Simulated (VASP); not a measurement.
# Ir (P6_3/mmc) in VASP: a series of runs

Ir is run at these levels: PBEsol; tasks: single point, relaxation of shape and atoms at fixed volume.

Program: VASP 6.6.1. These are calculated values, not measurements. Logs are shortened: lines on timing, memory, paths and dates and some standing lists are left out, and cuts for length are marked.

## (1) The cell of the first run

It takes space group P6_3/mmc (No. 194, hexagonal). Conventional cell: a = 2.644 Å, b = 2.644 Å, c = 4.293 Å, α = 90.00°, β = 90.00°, γ = 120.00°. Ir (site symmetry -6m2) has 12 Ir at 2.63 to 2.64 Å within 3.5 Å.

This isn't the form of Ir at room conditions, which is fcc.

## (2) Single point, PBEsol

Contents of INCAR:

```
SYSTEM = Ir
PREC = Accurate ; ENCUT = 520
EDIFF = 1E-7 ; ISMEAR = -1
SIGMA = 0.08 ; LREAL = .False.
LASPH = .True. ; NELM = 80
ALGO = Normal ; ISIF = 2
LWAVE = .False. ; LCHARG = .False.
GGA = PS ; NBANDS = 16
```

Contents of KPOINTS:

```
regular mesh
0
Gamma
  16 16 9
  0 0 0
```

Contents of POSCAR:

```
Ir
1.0
    2.6438968274      0.0000000000      0.0000000000
   -1.3219484137      2.2896818175      0.0000000000
    0.0000000000      0.0000000000      4.2925537335
Ir
2
Direct
    0.3333333333      0.6666666667      0.2500000000
    0.6666666667      0.3333333333      0.7500000000
```

Potentials or basis: VASP PAW PBE potentials, release 64 (Ir).

On the command line:

```
cat potpaw_PBE.64/Ir/POTCAR > POTCAR
mpirun -np 1 vasp_std > vasp.out
```

OUTCAR:

```text
SYSTEM = Ir
   PREC = Accurate
   ENCUT = 520
   EDIFF = 1E-7
   ISMEAR = -1
   LREAL = .False.
   LASPH = .True.
   NELM = 80
   ISIF = 2
   GGA = PS

 ion  position               nearest neighbor table
   1  0.333  0.667  0.250-   2 2.63   2 2.63   2 2.63   2 2.63   2 2.63   2 2.63
   2  0.667  0.333  0.750-   1 2.63   1 2.63   1 2.63   1 2.63   1 2.63   1 2.63

  LATTYP: Found a hexagonal cell.
 ALAT       =     2.6438968274
 C/A-ratio  =     1.6235708175

  Lattice vectors:

 A1 = (   2.6438968274,   0.0000000000,   0.0000000000)
 A2 = (  -1.3219484137,   2.2896818175,   0.0000000000)
 A3 = (   0.0000000000,   0.0000000000,   4.2925537335)

Analysis of symmetry for initial positions (statically):
=====================================================================
 Subroutine PRICEL returns:
 Original cell was already a primitive cell.

 Routine SETGRP: Setting up the symmetry group for a
 hexagonal supercell.

 Subroutine GETGRP returns: Found 24 space group operations
 (whereof 12 operations were pure point group operations)
 out of a pool of 24 trial point group operations.

The static configuration has the point symmetry D_3d.
 The point group associated with its full space group is D_6h.

Analysis of symmetry for dynamics (positions and initial velocities):
=====================================================================
 Subroutine PRICEL returns:
 Original cell was already a primitive cell.

 Routine SETGRP: Setting up the symmetry group for a
 hexagonal supercell.

 Subroutine GETGRP returns: Found 24 space group operations
 (whereof 12 operations were pure point group operations)
 out of a pool of 24 trial point group operations.

The dynamic configuration has the point symmetry D_3d.
 The point group associated with its full space group is D_6h.

 Subroutine INISYM returns: Found 24 space group operations
 (whereof 12 operations are pure point group operations),
 and found     1 'primitive' translations

----------------------------------------------------------------------------------------

                                     Primitive cell

  volume of cell :      25.9858

  direct lattice vectors                    reciprocal lattice vectors
     2.643896827  0.000000000  0.000000000     0.378229585  0.218370953  0.000000000
    -1.321948414  2.289681817  0.000000000     0.000000000  0.436741906  0.000000000
     0.000000000  0.000000000  4.292553734     0.000000000  0.000000000  0.232961557

  length of vectors
     2.643896827  2.643896827  4.292553734     0.436741906  0.436741906  0.232961557

  position of ions in fractional coordinates (direct lattice)
     0.333333333  0.666666667  0.250000000
     0.666666667  0.333333333  0.750000000

  ion indices of the primitive-cell ions
   primitive index   ion index
                 1           1
                 2           2

----------------------------------------------------------------------------------------

 KPOINTS: regular mesh

Automatic generation of k-mesh.
 Grid dimensions read from file:
 generate k-points for:   16   16    9

 Generating k-lattice:

  Cartesian coordinates                     Fractional coordinates (reciprocal lattice)
     0.023639349  0.013648185  0.000000000     0.062500000 -0.000000000  0.000000000
     0.000000000  0.027296369  0.000000000     0.000000000  0.062500000  0.000000000
     0.000000000  0.000000000  0.025884617     0.000000000  0.000000000  0.111111111

  Length of vectors
     0.027296369  0.027296369  0.025884617

  Shift w.r.t. Gamma in fractional coordinates (k-lattice)
     0.000000000  0.000000000  0.000000000

 Subroutine IBZKPT returns following result:
 ===========================================

 Found    150 irreducible k-points:

 Following reciprocal coordinates:
            Coordinates               Weight
  0.000000  0.000000  0.000000      1.000000
  0.062500  0.000000  0.000000      6.000000
  0.125000  0.000000  0.000000      6.000000
  0.187500 -0.000000  0.000000      6.000000
  0.250000  0.000000  0.000000      6.000000
  0.312500 -0.000000  0.000000      6.000000
[... 16 lines left out ...]
  0.187500  0.187500  0.000000      6.000000
  0.250000  0.187500  0.000000     12.000000
 [... further k-points ...]
   k-points           NKPTS =    150   k-points in BZ     NKDIM =    150   number of bands    NBANDS=     16
   number of dos      NEDOS =    301   number of ions     NIONS =      2
   total plane-waves  NPLWV =  12800
   dimension x,y,z NGX =    20 NGY =   20 NGZ =   32
   dimension x,y,z NGXF=    40 NGYF=   40 NGZF=   64
   ions per type =               2
   NGX,Y,Z   is equivalent  to a cutoff of  12.58, 12.58, 12.39 a.u.
   NGXF,Y,Z  is equivalent  to a cutoff of  25.15, 25.15, 24.79 a.u.
 SYSTEM =  Ir
   PREC   = accura    normal or accurate (medium, high low for compatibility)
   ISTART =      0    job   : 0-new  1-cont  2-samecut
   ICHARG =      2    charge: 1-file 2-atom 10-const
   ISPIN  =      1    spin polarized calculation?
   LNONCOLLINEAR =      F non collinear calculations
   LSORBIT =      F    spin-orbit coupling
   LASPH  =      T    aspherical Exc in radial PAW
   ENCUT  =  520.0 eV  38.22 Ry    6.18 a.u.   4.92  4.92  7.98*2*pi/ulx,y,z
   NELM   =     80;   NELMIN=  2; NELMDL= -5     # of ELM steps
   EDIFF  = 0.1E-06   stopping-criterion for ELM
   LREAL  =      F    real-space projection
   EDIFFG = 0.1E-05   stopping-criterion for IOM
   NSW    =      0    number of steps for IOM
   IBRION =     -1    ionic relax: 0-MD 1-quasi-New 2-CG
   NFREE  =      0    steps in history (QN), initial steepest desc. (CG)
   ISIF   =      2    stress and relaxation
   ISYM   =      2    0-nonsym 1-usesym 2-fastsym
   POTIM  = 0.5000    time-step for ionic-motion
   TEBEG  =    0.0;   TEEND  =   0.0 temperature during run
   PSTRESS=    0.0 pullay stress
   NELECT =      18.0000    total number of electrons
   NUPDOWN=      -1.0000    fix difference up-down
   EMIN   =  10.00;   EMAX   =-10.00  energy-range for DOS
   EFERMI =   0.00;   METHOD = LEGACY
   ISMEAR =    -1;   SIGMA  =   0.08  broadening in eV -4-tet -1-fermi 0-gaus
   EFERMI_NEDOS =   21; number of points for ismear=-14 and -15
   IALGO  =     38    algorithm
   IMIX   =      4    mixing-type and parameters
     AMIX     =   0.40;   BMIX     =  1.00
     AMIX_MAG =   1.60;   BMIX_MAG =  1.00
  volume/ion in A,a.u.               =      12.99        87.68
  Fermi-wavevector in a.u.,A,eV,Ry     =   1.448507  2.737281 28.547363  2.098172
  Thomas-Fermi vector in A             =   2.566340
   LORBIT       =      0    0 simple, 1 ext, 2 COOP (PROOUT), +10 PAW based schemes
   GGA     = PS    functional components
   LHFCALC =     F    Hartree Fock is set to
   AEXX    =    0.0000 exact exchange contribution
   IVDW    =     0    specifies the selected vdW correction
   LEPSILON=     F    determine dielectric tensor
   LRPA    =     F    only Hartree local field effects (RPA)
 non-spin polarized calculation
  energy-cutoff  :      520.00
  volume of cell :       25.99
 maximum number of plane-waves:       715
 NGX is ok and might be reduce to    20
   NGX =  9   NGY =  9   NGZ = 15

 number of electron      18.0000000 magnetization

 Free energy of the ion-electron system (eV)
  ---------------------------------------------------
  ext. energy  EPLUGINS =         0.00000000
  ---------------------------------------------------
  free energy    TOTEN  =       -19.23111962 eV

  energy without entropy =      -19.18674168  energy(sigma->0) =      -19.20893065

 E-fermi :  11.9555     XC(G=0): -14.6045

 val. band max:       11.9505557784   @ k =   0.3750   0.0625   0.1111
 cond. band min:      11.9633948648   @ k =   0.3750  -0.0000   0.2222
 fundamental gap:      0.0128390864
 Fermi energy:        11.9555047149

 k-point     1 :       0.0000    0.0000    0.0000
  band No.  band energies     occupation
      1      -0.3463      2.00000
      2       2.7154      2.00000
      3       7.3914      2.00000
      4       7.5083      2.00000
      5       7.5083      2.00000
      6       8.2740      2.00000
[... 8 lines left out ...]
     15      28.2567      0.00000
     16      29.5689      0.00000

 k-point     2 :       0.0625    0.0000    0.0000
  band No.  band energies     occupation
      1      -0.1775      2.00000
      2       2.8681      2.00000
      3       7.0776      2.00000
      4       7.6550      2.00000
      5       7.7814      2.00000
      6       8.1751      2.00000
[... 8 lines left out ...]
     15      28.4864      0.00000
     16      29.8620      0.00000

 k-point     3 :       0.1250    0.0000    0.0000
  band No.  band energies     occupation
      1       0.3099      2.00000
      2       3.2853      2.00000
      3       6.6484      2.00000
      4       7.8495      2.00000
      5       8.0876      2.00000
      6       8.1339      2.00000
[... 8 lines left out ...]
     15      29.0592      0.00000
     16      30.5790      0.00000

 k-point     4 :       0.1875   -0.0000    0.0000
  band No.  band energies     occupation
      1       1.0533      2.00000
      2       3.8036      2.00000
      3       6.2874      2.00000
      4       7.0031      2.00000
      5       7.5361      2.00000
      6       8.4228      2.00000
[... 8 lines left out ...]
     15      29.0488      0.00000
     16      30.4540      0.00000

 k-point     5 :       0.2500    0.0000    0.0000
  band No.  band energies     occupation
      1       1.9280      2.00000
      2       4.0606      2.00000
      3       5.9791      2.00000
      4       6.2868      2.00000
      5       7.3630      2.00000
      6       8.0320      2.00000
[... 8 lines left out ...]
     15      27.9427      0.00000
     16      28.8132      0.00000

 k-point     6 :       0.3125   -0.0000    0.0000
  band No.  band energies     occupation
      1       2.7249      2.00000
      2       3.9045      2.00000
      3       5.1435      2.00000
      4       6.6312      2.00000
      5       7.5985      2.00000
      6       7.6858      2.00000
[... 8 lines left out ...]
     15      26.9091      0.00000
     16      27.0363      0.00000

 k-point     7 :       0.3750   -0.0000    0.0000
  band No.  band energies     occupation
      1       3.2135      2.00000
      2       3.6431      2.00000
      3       4.5285      2.00000
      4       7.1208      2.00000
      5       7.4180      2.00000
      6       8.0453      2.00000
[... 8 lines left out ...]
     15      25.4359      0.00000
     16      26.1384      0.00000

 k-point     8 :       0.4375    0.0000    0.0000
  band No.  band energies     occupation
      1       3.3025      2.00000
      2       3.5470      2.00000
      3       4.1526      2.00000
      4       7.2496      2.00000
      5       7.7006      2.00000
      6       7.8913      2.00000
[... 8 lines left out ...]
     15      24.2477      0.00000
     16      25.3094      0.00000

 k-point     9 :       0.5000    0.0000    0.0000
  band No.  band energies     occupation
      1       3.2586      2.00000
      2       3.5599      2.00000
      3       4.0261      2.00000
      4       7.1923      2.00000
      5       7.8386      2.00000
      6       8.0128      2.00000
[... 8 lines left out ...]
     15      23.7922      0.00000
     16      24.0123      0.00000
[... 172 lines left out ...]
 k-point    19 :       0.2500    0.1250    0.0000
  band No.  band energies     occupation
      1       3.1944      2.00000
      2       4.4043      2.00000
      3       5.0626      2.00000
      4       5.9968      2.00000
      5       7.1896      2.00000
      6       7.6380      2.00000
[... 8 lines left out ...]
     15      25.0229      0.00000
     16      27.4450      0.00000

 k-point    20 :       0.3125    0.1250    0.0000
  band No.  band energies     occupation
      1       3.7402      2.00000
      2       4.1055      2.00000
      3       4.5147      2.00000
      4       6.5673      2.00000
      5       7.0602      2.00000
      6       8.0982      2.00000
[... 8 lines left out ...]
     15      23.4325      0.00000
     16      26.7991      0.00000

 k-point    21 :       0.3750    0.1250    0.0000
  band No.  band energies     occupation
      1       3.8474      2.00000
      2       3.9970      2.00000
      3       4.1756      2.00000
      4       7.0292      2.00000
      5       7.1809      2.00000
      6       7.8381      2.00000
[... 8 lines left out ...]
     15      23.3804      0.00000
     16      26.3950      0.00000

 k-point    22 :       0.4375    0.1250    0.0000
  band No.  band energies     occupation
      1       3.7816      2.00000
      2       4.0317      2.00000
      3       4.0609      2.00000
      4       7.0364      2.00000
      5       7.4633      2.00000
      6       7.7216      2.00000
[... 8 lines left out ...]
     15      23.8259      0.00000
     16      25.4994      0.00000

 k-point    23 :       0.1875    0.1875    0.0000
  band No.  band energies     occupation
      1       3.2302      2.00000
      2       4.9728      2.00000
      3       5.1827      2.00000
      4       5.3364      2.00000
      5       7.0792      2.00000
      6       7.5830      2.00000
[... 8 lines left out ...]
     15      24.4503      0.00000
     16      27.9124      0.00000

 k-point    24 :       0.2500    0.1875    0.0000
  band No.  band energies     occupation
      1       3.9807      2.00000
      2       4.6677      2.00000
      3       4.8003      2.00000
      4       5.6836      2.00000
      5       6.8949      2.00000
      6       7.9630      2.00000
[... 8 lines left out ...]
     15      22.7597      0.00000
     16      27.5114      0.00000

 [... further k-points ...]

------------------------ aborting loop because EDIFF is reached ----------------------------------------

  FORCE on cell =-STRESS in cart. coord.  units (eV):
  Direction    XX          YY          ZZ          XY          YZ          ZX
  --------------------------------------------------------------------------------------
  -------------------------------------------------------------------------------------
  Total        6.6465621      6.6465621      6.6592962      0.0000000     -0.0000000      0.0000000
  in kB      409.8002983    409.8002983    410.5854336      0.0000000     -0.0000000      0.0000000
  external PRESSURE =     410.0620101 kB  Pullay stress =       0.0000000 kB

 VOLUME and BASIS-vectors are now :
 -----------------------------------------------------------------------------
  energy-cutoff  :      520.00
  volume of cell :       25.99
      direct lattice vectors                 reciprocal lattice vectors
     2.643896827  0.000000000  0.000000000     0.378229585  0.218370953  0.000000000
    -1.321948414  2.289681817  0.000000000     0.000000000  0.436741906  0.000000000
     0.000000000  0.000000000  4.292553734     0.000000000  0.000000000  0.232961557

 POSITION                                       TOTAL-FORCE (eV/Angst)
 -----------------------------------------------------------------------------------
     -0.00000      1.52645      1.07314        -0.000000     -0.000000      0.000000
      1.32195      0.76323      3.21942         0.000000      0.000000      0.000000
 -----------------------------------------------------------------------------------
    total drift:                               -0.000000      0.000000     -0.000000

  FREE ENERGIE OF THE ION-ELECTRON SYSTEM (eV)
  ---------------------------------------------------
  free  energy   TOTEN  =       -19.2311196235 eV

  energy  without entropy=      -19.1867416849  energy(sigma->0) =      -19.20893065
```

Run time: 20 s. Hardware: 1 thread of Intel Xeon 6975P-C (Granite Rapids), shared host; peak memory 0.16 GiB.

What came out:

- Free energy: -19.2311 eV
- Pressure: 41.0 GPa
- Band gap on the k mesh: zero (bands 9 and 10 overlap by 3.81 eV)

Stress tensor (GPa, compression positive):
```
40.98  0.00  0.00
 0.00 40.98  0.00
 0.00  0.00 41.06
```

Levels at points of the mesh, in eV from the Fermi level:
| k point | band 6 | band 7 | band 8 | band 9 | band 10 | band 11 | band 12 | band 13 |
| --- | --- | --- | --- | --- | --- | --- | --- | --- |
| (0.00, 0.00, 0.00) | -3.68 | -3.68 | -2.74 | -2.74 | -1.14 | 0.30 | 0.30 | 7.86 |
| (0.50, 0.00, 0.00) | -3.94 | -3.45 | 0.85 | 1.14 | 1.33 | 3.30 | 4.87 | 8.77 |

Caveat: the cell stands under pressure; the PAW data sets were made with another functional, which shifts forces and pressure a little; spin-orbit coupling is left out, which moves the levels of the heavy elements.

## (3) Single point, PBEsol

This run uses another cell than the first one, of 14.12 Å³/atom.

Contents of INCAR:

```
SYSTEM = Ir
PREC = Accurate ; ENCUT = 520
EDIFF = 1E-6 ; ISMEAR = -1
SIGMA = 0.08 ; LREAL = .FALSE.
LASPH = .TRUE. ; NELM = 80
ALGO = Normal ; ISIF = 2
LWAVE = .FALSE. ; LCHARG = .FALSE.
GGA = PS ; NBANDS = 16
```

Contents of KPOINTS:

```
Automatic mesh
0
G
  16 16 9
  0 0 0
```

Contents of POSCAR:

```
Ir
1.0
    2.7201297417      0.0000000000      0.0000000000
   -1.3600648709      2.3557014579      0.0000000000
    0.0000000000      0.0000000000      4.4079603801
Ir
2
Direct
    0.3333333333      0.6666666667      0.2500000000
    0.6666666667      0.3333333333      0.7500000000
```

Potentials or basis: VASP PAW PBE potentials, release 64 (Ir).

On the command line:

```
cat potpaw_PBE.64/Ir/POTCAR > POTCAR
mpirun -np 1 vasp_std > vasp.out
```

Run time: 21 s. Hardware: 1 thread of Intel Xeon 6975P-C (Granite Rapids), shared host; peak memory 0.17 GiB.

It converged, with:

```yaml
Free_energy: -19.5051 eV
Pressure: 1.0 GPa
Band_gap_on_the_k_mesh: zero (bands 9 and 10 overlap by 3.31 eV)
```

Stress tensor (GPa, compression positive):
```
0.93 0.00 0.00
0.00 0.93 0.00
0.00 0.00 1.00
```

Levels at points of the mesh, in eV from the Fermi level:
| k point | band 5 | band 6 | band 7 | band 8 | band 9 | band 10 | band 11 | band 12 | band 13 | band 14 |
| --- | --- | --- | --- | --- | --- | --- | --- | --- | --- | --- |
| (0.00, 0.00, 0.00) | -3.90 | -3.23 | -3.23 | -2.42 | -2.42 | -0.90 | 0.27 | 0.27 | 7.06 | 14.20 |
| (0.50, 0.00, 0.00) | -3.62 | -3.54 | -3.03 | 0.71 | 0.98 | 1.13 | 2.94 | 4.40 | 8.21 | 10.29 |

Caveat: the PAW data sets were made with another functional, which shifts forces and pressure a little; spin-orbit coupling is left out, which moves the levels of the heavy elements.

## (4) Single point, PBEsol

This run uses another cell than the first one, of 14.12 Å³/atom.

Contents of INCAR:

```
SYSTEM = Ir
ALGO = Normal
EDIFF = 1E-7
ENCUT = 520
GGA = PS
ISIF = 2
ISMEAR = -1
LASPH = .TRUE.
LCHARG = .FALSE.
LREAL = .FALSE.
LWAVE = .FALSE.
NBANDS = 16
NELM = 100
PREC = Accurate
SIGMA = 0.08
```

Contents of KPOINTS:

```
k-points
0
G
  16 16 9
  0 0 0
```

Contents of POSCAR:

```
Ir
1.0
    2.7201297417      0.0000000000      0.0000000000
   -1.3600648708      2.3557014579      0.0000000000
    0.0000000000      0.0000000000      4.4079603801
Ir
2
Direct
    0.3333333333      0.6666666667      0.2500000000
    0.6666666667      0.3333333333      0.7500000000
```

On the command line:

```
cat potpaw_PBE.64/Ir/POTCAR > POTCAR
mpirun -np 1 vasp_std > vasp.out
```

It took 24 s on 1 thread of Intel Xeon 6975P-C (Granite Rapids), shared host; peak memory 0.18 GiB.

The run converged. Its results:

```
Free energy            : -19.5051 eV
Pressure               : 0.9 GPa
Band gap on the k mesh : zero (bands 9 and 10 overlap by 3.31 eV)
```

Stress tensor (GPa, compression positive):
```
0.91 0.00 0.00
0.00 0.91 0.00
0.00 0.00 0.99
```

Levels at points of the mesh, in eV from the Fermi level:
```
           k point  band 5  band 6  band 7  band 8  band 9  band 10  band 11  band 12  band 13  band 14
(0.00, 0.00, 0.00)   -3.90   -3.23   -3.23   -2.42   -2.42    -0.90     0.27     0.27     7.06    14.20
(0.50, 0.00, 0.00)   -3.62   -3.54   -3.03    0.71    0.98     1.13     2.94     4.40     8.21    10.29
```

Caveat: the PAW data sets were made with another functional, which shifts forces and pressure a little; spin-orbit coupling is left out, which moves the levels of the heavy elements.

(Continued in part 2 of 2.)
